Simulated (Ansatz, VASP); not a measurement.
**Rb3Sr: VASP beside Ansatz**

```
CELL_PARAMETERS angstrom
7.15969 0.00000 0.00000
0.00000 7.15969 0.00000
0.00000 0.00000 7.15969
ATOMIC_POSITIONS crystal
Rb 0.50000 0.00000 0.00000
Rb 0.00000 0.50000 0.00000
Rb 0.00000 0.00000 0.50000
Sr 0.50000 0.50000 0.50000
```

Alike in both runs: task single point; functional PBE; k mesh 6 × 6 × 6; occupations gaussian, width 0.1 eV; no spin polarisation.

```csv
,VASP,Ansatz
version,VASP 6.6.1,Ansatz 0.2.0
potentials or method,"VASP PAW PBE potentials, release 64 (Rb_sv, Sr_sv), cutoff 520 eV","scalar-relativistic, plane waves, PAW"
valence electrons in the cell,37,37
```

```csv
,VASP,Ansatz,Ansatz less VASP
gap on the k mesh at the Fermi level (eV),none,none,-
pressure (GPa),-0.4,-0.4,0.00
```

A gap of «none» marks a metal or a gap that the smearing closes. The functional is the same, so the differences come from potentials, cutoffs and numerics.
